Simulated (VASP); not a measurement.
# Zr3S2 (R32) in VASP: notebook

The runs below take Zr3S2 through single point, with PBEsol.

Everything below comes from runs of VASP 6.6.1. Logs are shortened: lines on timing, memory, paths and dates and some standing lists are left out, and cuts for length are marked.

### Step 1. The cell of the first run

Symmetry: R32, No. 155, trigonal system. Conventional cell: a = 5.368 Å, b = 5.368 Å, c = 9.885 Å, α = 90.00°, β = 90.00°, γ = 120.00°. Within 3.2 Å of Zr (site symmetry 2) lie 4 S at 2.45 Å and 4 Zr at 3.03 Å. S (site symmetry 3) has 6 Zr at 2.45 Å and 4 S at 3.10 to 3.16 Å within 3.2 Å.

### Step 2. Single point, PBEsol

INCAR reads:

```
  PREC = Accurate
  ENCUT = 520
  EDIFF = 1E-6
  ISMEAR = -1
  SIGMA = 0.05
  LREAL = F
  LASPH = T
  NELM = 80
  ALGO = Normal
  ISIF = 2
  LWAVE = F
  LCHARG = F
  GGA = PS
  NBANDS = 32
```

KPOINTS reads:

```
Automatic mesh
0
Gamma
  6 6 6
```

POSCAR reads:

```
Zr3S2
1.0
    2.6841579658      1.5496993241      3.2950041204
   -2.6841579658      1.5496993241      3.2950041204
    0.0000000000     -3.0993986481      3.2950041204
Zr S
3 2
Direct
    0.8485868815      0.5000000000      0.1514131185
    0.5000000000      0.1514131185      0.8485868815
    0.1514131185      0.8485868815      0.5000000000
    0.6600398512      0.6600398512      0.6600398512
    0.3399601488      0.3399601488      0.3399601488
```

Potentials or basis: VASP PAW PBE potentials, release 64 (Zr_sv, S).

Started as:

```sh
> cat potpaw_PBE.64/Zr_sv/POTCAR potpaw_PBE.64/S/POTCAR > POTCAR
> mpirun -np 1 vasp_std > vasp.out
```

OUTCAR:

```text
PREC = Accurate
   ENCUT = 520
   EDIFF = 1E-6
   ISMEAR = -1
   LREAL = F
   LASPH = T
   NELM = 80
   ISIF = 2
   GGA = PS

 ion  position               nearest neighbor table
   1  0.849  0.500  0.151-   4 2.45   5 2.45   4 2.45   5 2.45   3 3.03   3 3.03   2 3.03   2 3.03
                             2 3.24   3 3.24   3 3.30   2 3.30
   2  0.500  0.151  0.849-   5 2.45   4 2.45   5 2.45   4 2.45   3 3.03   3 3.03   1 3.03   1 3.03
                             1 3.24   3 3.24   3 3.30   1 3.30
   3  0.151  0.849  0.500-   4 2.45   5 2.45   4 2.45   5 2.45   2 3.03   1 3.03   1 3.03   2 3.03
                             1 3.24   2 3.24   1 3.30   2 3.30
   4  0.660  0.660  0.660-   1 2.45   3 2.45   2 2.45   1 2.45   2 2.45   3 2.45
   5  0.340  0.340  0.340-   2 2.45   3 2.45   1 2.45   2 2.45   1 2.45   3 2.45

  LATTYP: Found a trigonal (rhomboedric) cell.
 ALAT       =     4.5236405841
 COS(alpha) =     0.2958422651

  Lattice vectors:

 A1 = (   2.6841579658,   1.5496993241,   3.2950041204)
 A2 = (  -2.6841579658,   1.5496993241,   3.2950041204)
 A3 = (   0.0000000000,  -3.0993986481,   3.2950041204)

Analysis of symmetry for initial positions (statically):
=====================================================================
 Subroutine PRICEL returns:
 Original cell was already a primitive cell.

 Routine SETGRP: Setting up the symmetry group for a
 trigonal (rhombohedral) supercell.

 Subroutine GETGRP returns: Found  6 space group operations
 (whereof  6 operations were pure point group operations)
 out of a pool of 12 trial point group operations.

The static configuration has the point symmetry D_3 .

Analysis of symmetry for dynamics (positions and initial velocities):
=====================================================================
 Subroutine PRICEL returns:
 Original cell was already a primitive cell.

 Routine SETGRP: Setting up the symmetry group for a
 trigonal (rhombohedral) supercell.

 Subroutine GETGRP returns: Found  6 space group operations
 (whereof  6 operations were pure point group operations)
 out of a pool of 12 trial point group operations.

The dynamic configuration has the point symmetry D_3 .

 Subroutine INISYM returns: Found  6 space group operations
 (whereof  6 operations are pure point group operations),
 and found     1 'primitive' translations

----------------------------------------------------------------------------------------

                                     Primitive cell

  volume of cell :      82.2361

  direct lattice vectors                    reciprocal lattice vectors
     2.684157966  1.549699324  3.295004120     0.186278157  0.107547744  0.101163252
    -2.684157966  1.549699324  3.295004120    -0.186278157  0.107547744  0.101163252
     0.000000000 -3.099398648  3.295004120     0.000000000 -0.215095489  0.101163252

  length of vectors
     4.523640584  4.523640584  4.523640584     0.237697440  0.237697440  0.237697440

  position of ions in fractional coordinates (direct lattice)
     0.848586881  0.500000000  0.151413119
     0.500000000  0.151413119  0.848586881
     0.151413119  0.848586881  0.500000000
     0.660039851  0.660039851  0.660039851
     0.339960149  0.339960149  0.339960149

  ion indices of the primitive-cell ions
   primitive index   ion index
                 1           1
                 2           2
                 3           3
                 4           4
                 5           5

----------------------------------------------------------------------------------------

 KPOINTS: Automatic mesh

Automatic generation of k-mesh.
 Grid dimensions read from file:
 generate k-points for:    6    6    6

 Generating k-lattice:

  Cartesian coordinates                     Fractional coordinates (reciprocal lattice)
     0.031046360  0.017924624  0.016860542     0.166666667  0.000000000  0.000000000
    -0.031046360  0.017924624  0.016860542     0.000000000  0.166666667  0.000000000
     0.000000000 -0.035849248  0.016860542    -0.000000000 -0.000000000  0.166666667

  Length of vectors
     0.039616240  0.039616240  0.039616240

  Shift w.r.t. Gamma in fractional coordinates (k-lattice)
     0.000000000  0.000000000  0.000000000

 Subroutine IBZKPT returns following result:
 ===========================================

 Found     32 irreducible k-points:

 Following reciprocal coordinates:
            Coordinates               Weight
  0.000000  0.000000  0.000000      1.000000
  0.166667 -0.000000 -0.000000      6.000000
  0.333333 -0.000000  0.000000      6.000000
  0.500000 -0.000000 -0.000000      3.000000
  0.166667  0.166667 -0.000000      6.000000
  0.333333  0.166667  0.000000     12.000000
[... 16 lines left out ...]
  0.500000  0.500000  0.166667      6.000000
 -0.333333  0.500000  0.166667     12.000000
 [... further k-points ...]
   k-points           NKPTS =     32   k-points in BZ     NKDIM =     32   number of bands    NBANDS=     32
   number of dos      NEDOS =    301   number of ions     NIONS =      5
   total plane-waves  NPLWV =  46656
   dimension x,y,z NGX =    36 NGY =   36 NGZ =   36
   dimension x,y,z NGXF=    72 NGYF=   72 NGZF=   72
   ions per type =               3   2
   NGX,Y,Z   is equivalent  to a cutoff of  13.23, 13.23, 13.23 a.u.
   NGXF,Y,Z  is equivalent  to a cutoff of  26.46, 26.46, 26.46 a.u.
 SYSTEM =  unknown system
   PREC   = accura    normal or accurate (medium, high low for compatibility)
   ISTART =      0    job   : 0-new  1-cont  2-samecut
   ICHARG =      2    charge: 1-file 2-atom 10-const
   ISPIN  =      1    spin polarized calculation?
   LNONCOLLINEAR =      F non collinear calculations
   LSORBIT =      F    spin-orbit coupling
   LASPH  =      T    aspherical Exc in radial PAW
   ENCUT  =  520.0 eV  38.22 Ry    6.18 a.u.   8.41  8.41  8.41*2*pi/ulx,y,z
   NELM   =     80;   NELMIN=  2; NELMDL= -5     # of ELM steps
   EDIFF  = 0.1E-05   stopping-criterion for ELM
   LREAL  =      F    real-space projection
   EDIFFG = 0.1E-04   stopping-criterion for IOM
   NSW    =      0    number of steps for IOM
   IBRION =     -1    ionic relax: 0-MD 1-quasi-New 2-CG
   NFREE  =      0    steps in history (QN), initial steepest desc. (CG)
   ISIF   =      2    stress and relaxation
   ISYM   =      2    0-nonsym 1-usesym 2-fastsym
   POTIM  = 0.5000    time-step for ionic-motion
   TEBEG  =    0.0;   TEEND  =   0.0 temperature during run
   PSTRESS=    0.0 pullay stress
   NELECT =      48.0000    total number of electrons
   NUPDOWN=      -1.0000    fix difference up-down
   EMIN   =  10.00;   EMAX   =-10.00  energy-range for DOS
   EFERMI =   0.00;   METHOD = LEGACY
   ISMEAR =    -1;   SIGMA  =   0.05  broadening in eV -4-tet -1-fermi 0-gaus
   EFERMI_NEDOS =   21; number of points for ismear=-14 and -15
   IALGO  =     38    algorithm
   IMIX   =      4    mixing-type and parameters
     AMIX     =   0.40;   BMIX     =  1.00
     AMIX_MAG =   1.60;   BMIX_MAG =  1.00
  volume/ion in A,a.u.               =      16.45       110.99
  Fermi-wavevector in a.u.,A,eV,Ry     =   1.368152  2.585432 25.467926  1.871840
  Thomas-Fermi vector in A             =   2.494141
   LORBIT       =      0    0 simple, 1 ext, 2 COOP (PROOUT), +10 PAW based schemes
   GGA     = PS    functional components
   LHFCALC =     F    Hartree Fock is set to
   AEXX    =    0.0000 exact exchange contribution
   IVDW    =     0    specifies the selected vdW correction
   LEPSILON=     F    determine dielectric tensor
   LRPA    =     F    only Hartree local field effects (RPA)
 non-spin polarized calculation
  energy-cutoff  :      520.00
  volume of cell :       82.24
 maximum number of plane-waves:      2236
 NGX is ok and might be reduce to    36
   NGX = 17   NGY = 17   NGZ = 17

 number of electron      48.0000000 magnetization

 Free energy of the ion-electron system (eV)
  ---------------------------------------------------
  ext. energy  EPLUGINS =         0.00000000
  ---------------------------------------------------
  free energy    TOTEN  =       -40.66914396 eV

  energy without entropy =      -40.65291027  energy(sigma->0) =      -40.66102711

 E-fermi :  11.3928     XC(G=0): -12.0611

 val. band max:       11.3764629489   @ k =   0.1667   0.1667   0.1667
 cond. band min:      11.4252952899   @ k =   0.3333  -0.0000   0.0000
 fundamental gap:      0.0488323410
 Fermi energy:        11.3928029402

 k-point     1 :       0.0000    0.0000    0.0000
  band No.  band energies     occupation
      1     -37.1093      2.00000
      2     -36.8922      2.00000
      3     -36.8922      2.00000
      4     -15.6795      2.00000
      5     -15.4831      2.00000
      6     -15.4831      2.00000
[... 24 lines left out ...]
     31      15.3313      0.00000
     32      16.2046      0.00000

 k-point     2 :       0.1667   -0.0000   -0.0000
  band No.  band energies     occupation
      1     -37.0939      2.00000
      2     -36.9074      2.00000
      3     -36.8924      2.00000
      4     -15.7447      2.00000
      5     -15.6307      2.00000
      6     -15.4737      2.00000
[... 24 lines left out ...]
     31      15.6836      0.00000
     32      16.1986      0.00000

 k-point     3 :       0.3333   -0.0000    0.0000
  band No.  band energies     occupation
      1     -37.0529      2.00000
      2     -36.9426      2.00000
      3     -36.8980      2.00000
      4     -15.7904      2.00000
      5     -15.6763      2.00000
      6     -15.5232      2.00000
[... 24 lines left out ...]
     31      15.8372      0.00000
     32      16.2893      0.00000

 k-point     4 :       0.5000   -0.0000   -0.0000
  band No.  band energies     occupation
      1     -37.0104      2.00000
      2     -36.9821      2.00000
      3     -36.9010      2.00000
      4     -15.8158      2.00000
      5     -15.6194      2.00000
      6     -15.5055      2.00000
[... 654 lines left out ...]
     31      15.5646      0.00000
     32      15.8059      0.00000

 k-point    23 :       0.5000    0.5000    0.1667
  band No.  band energies     occupation
      1     -37.0197      2.00000
      2     -36.9410      2.00000
      3     -36.9293      2.00000
      4     -15.9989      2.00000
      5     -15.7550      2.00000
      6     -15.5523      2.00000
[... 24 lines left out ...]
     31      15.1392      0.00000
     32      15.5239      0.00000

 k-point    24 :      -0.3333    0.5000    0.1667
  band No.  band energies     occupation
      1     -36.9902      2.00000
      2     -36.9620      2.00000
      3     -36.9389      2.00000
      4     -15.9401      2.00000
      5     -15.7493      2.00000
      6     -15.5462      2.00000
[... 24 lines left out ...]
     31      15.1912      0.00000
     32      15.7631      0.00000

 [... further k-points ...]
[... 5 lines left out ...]
  --------------------------------------------------------------------------------------
  -------------------------------------------------------------------------------------
  Total       15.4948241     15.4948241     15.5841088      0.0000000      0.0000000      0.0000000
  in kB      301.8801143    301.8801142    303.6196161      0.0000000      0.0000000      0.0000000
  external PRESSURE =     302.4599482 kB  Pullay stress =       0.0000000 kB

 VOLUME and BASIS-vectors are now :
 -----------------------------------------------------------------------------
  energy-cutoff  :      520.00
  volume of cell :       82.24
      direct lattice vectors                 reciprocal lattice vectors
     2.684157966  1.549699324  3.295004120     0.186278157  0.107547744  0.101163252
    -2.684157966  1.549699324  3.295004120    -0.186278157  0.107547744  0.101163252
     0.000000000 -3.099398648  3.295004120     0.000000000 -0.215095489  0.101163252

 POSITION                                       TOTAL-FORCE (eV/Angst)
 -----------------------------------------------------------------------------------
      0.93566      1.62061      4.94251         0.005135      0.008894      0.000000
      0.93566     -1.62061      4.94251         0.005135     -0.008894      0.000000
     -1.87132      0.00000      4.94251        -0.010270      0.000000      0.000000
      0.00000      0.00000      6.52450        -0.000000     -0.000000     -0.004078
      0.00000      0.00000      3.36051        -0.000000      0.000000      0.004078
 -----------------------------------------------------------------------------------
    total drift:                                0.000000      0.000000     -0.000000

  FREE ENERGIE OF THE ION-ELECTRON SYSTEM (eV)
  ---------------------------------------------------
  free  energy   TOTEN  =       -40.6691439564 eV

  energy  without entropy=      -40.6529102718  energy(sigma->0) =      -40.66102711
```

Run time: 2.4 min. Hardware: 1 thread of AMD EPYC 7R13, shared host; peak memory 0.21 GiB.

Results:

* Free energy: -40.6691 eV
* Pressure: 30.2 GPa
* Largest force: 0.010 eV/Å
* Band gap on the k mesh: zero (band 24 reaches 11.56 eV, above the bottom of band 25 at 11.04 eV)

Forces in eV/Å, atoms in the order of the input:
```
Zr   0.005  0.009  0.000
Zr   0.005 -0.009  0.000
Zr  -0.010  0.000  0.000
S    0.000  0.000 -0.004
S    0.000  0.000  0.004
```

Stress tensor (GPa, compression positive):
```
30.19  0.00  0.00
 0.00 30.19  0.00
 0.00  0.00 30.36
```

Levels at points of the mesh, in eV from the Fermi level:
| k point | band 21 | band 22 | band 23 | band 24 | band 25 | band 26 | band 27 | band 28 |
| --- | --- | --- | --- | --- | --- | --- | --- | --- |
| (0.00, 0.00, 0.00) | -3.01 | -2.57 | 0.17 | 0.17 | 0.76 | 0.76 | 2.40 | 3.47 |
| (0.50, 0.00, 0.00) | -1.57 | -1.44 | -1.21 | -0.86 | 0.09 | 0.87 | 2.05 | 2.37 |
| (0.50, 0.50, 0.00) | -2.57 | -1.62 | -0.94 | -0.42 | -0.35 | 1.13 | 2.24 | 2.38 |
| (0.50, 0.50, 0.50) | -0.82 | -0.66 | -0.34 | -0.34 | 0.30 | 0.30 | 1.35 | 1.35 |

Caveat: the PAW data sets were made with another functional, which shifts forces and pressure a little.

(Part 1 of 2 ends here.)
